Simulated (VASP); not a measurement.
GaN: relaxation of shape and atoms at fixed volume with PBE

Crystal: GaN.

```
CELL_PARAMETERS angstrom
3.19677 0.00000 0.00000
-1.59839 2.76849 0.00000
0.00000 0.00000 5.20797
ATOMIC_POSITIONS crystal
Ga 0.33333 0.66667 0.99914
Ga 0.66667 0.33333 0.49914
N 0.33333 0.66667 0.37586
N 0.66667 0.33333 0.87586
```

* Program: VASP 6.6.1
* Task: relaxation of shape and atoms at fixed volume
* Functional: PBE
* Potentials or basis: VASP PAW PBE potentials, release 64 (Ga_d, N)
* Cutoff: 600 eV
* k mesh: 12 × 12 × 8
* Occupations: gaussian, width 0.05 eV
* Spin: no spin polarisation
* Dipole correction: no
* Further INCAR settings: ALGO = Normal; EDIFF = 1e-06; IBRION = 2; EDIFFG = -0.01; NSW = 60; ISIF = 4

| Quantity | Value |
| --- | --- |
| Pressure after relaxing | 3.5 GPa |
| Largest force after relaxing | 0.004 eV/Å |
| Band gap on the k mesh | 1.85 eV |

Forces in eV/Å, atoms in the order of the input:
```
Ga   0.000  0.000  0.004
Ga   0.000  0.000  0.004
N    0.000  0.000 -0.004
N    0.000  0.000 -0.004
```

Final structure:
```
CELL_PARAMETERS angstrom
3.19677 0.00000 0.00000
-1.59839 2.76849 0.00000
0.00000 0.00000 5.20797
ATOMIC_POSITIONS crystal
Ga 0.33333 0.66667 0.99914
Ga 0.66667 0.33333 0.49914
N 0.33333 0.66667 0.37586
N 0.66667 0.33333 0.87586
```

Levels at points of the mesh, in eV from the valence-band top:
```tsv
k point	band 15	band 16	band 17	band 18	band 19	band 20	band 21	band 22
(0.00, 0.00, 0.00)	-1.02	-0.04	0.00	0.00	1.85	4.20	9.14	9.85
(0.50, 0.00, 0.00)	-4.16	-2.71	-2.17	-0.99	5.04	5.50	6.03	8.51
(0.00, 0.00, 0.50)	-0.52	-0.52	-0.52	-0.52	4.19	4.19	8.42	8.42
(0.50, 0.00, 0.50)	-1.92	-1.92	-1.87	-1.87	4.38	4.38	7.70	7.70
```

Run time: 2.4 min on 1 thread of Intel Xeon 8259CL (shared host), peak memory 0.25 GiB.

Caveat: the relaxation stopped at its first step, so nothing moved. A k mesh can miss the band edges.
